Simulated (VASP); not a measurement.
## CuO: single point with PBE

The system is CuO.

```
Cu O
1.0
     3.28802    0.00000    0.00000
    -1.64401    2.84751    0.00000
     0.00000    0.00000    5.38502
Cu O
2 2
Cartesian
  1.6715 0.9738 0.0016
  -0.0310 1.8811 2.6629
  1.5967 0.9837 3.3903
  0.0367 1.9185 0.7107
```

This cell differs from its parent crystal: atoms moved at random.

```
Program                : VASP 6.6.1
Task                   : single point
Functional             : PBE
Potentials or basis    : VASP PAW PBE potentials, release 64 (Cu, O)
Cutoff                 : 520 eV
k mesh                 : 9 × 9 × 5
Occupations            : fermi-dirac, width 0.05 eV
Spin                   : no spin polarisation
Dipole correction      : no
Further INCAR settings : ALGO = Normal; EDIFF = 1e-07; NBANDS = 25
```

```yaml
Pressure: -8.6 GPa
Largest_force: 0.224 eV/Å
Band_gap_on_the_k_mesh: zero (band 17 reaches 3.77 eV, above the bottom of band 18 at 2.57 eV)
```

Forces in eV/Å, atoms in the order of the input:
```
Cu   0.006 -0.015 -0.129
Cu  -0.044  0.092  0.199
O    0.125 -0.100  0.067
O   -0.086  0.023 -0.137
```

Stress tensor (GPa, compression positive):
```
-9.22 -0.54  0.01
-0.54 -9.60 -0.15
 0.01 -0.15 -6.97
```

Levels at points of the mesh, in eV from the Fermi level:
```
           k point  band 14  band 15  band 16  band 17  band 18  band 19  band 20  band 21
(0.00, 0.00, 0.00)    -0.11    -0.05     0.64     0.70     0.73     1.01     5.71     7.79
```

Wall time 8 min on 1 thread of AMD EPYC 7R13 (shared host), peak memory 0.29 GiB.

Caveat: the cell differs from its parent crystal (atoms moved at random); semilocal functionals often make such compounds metallic where correlation or magnetic order opens a gap, which also shifts bond lengths.
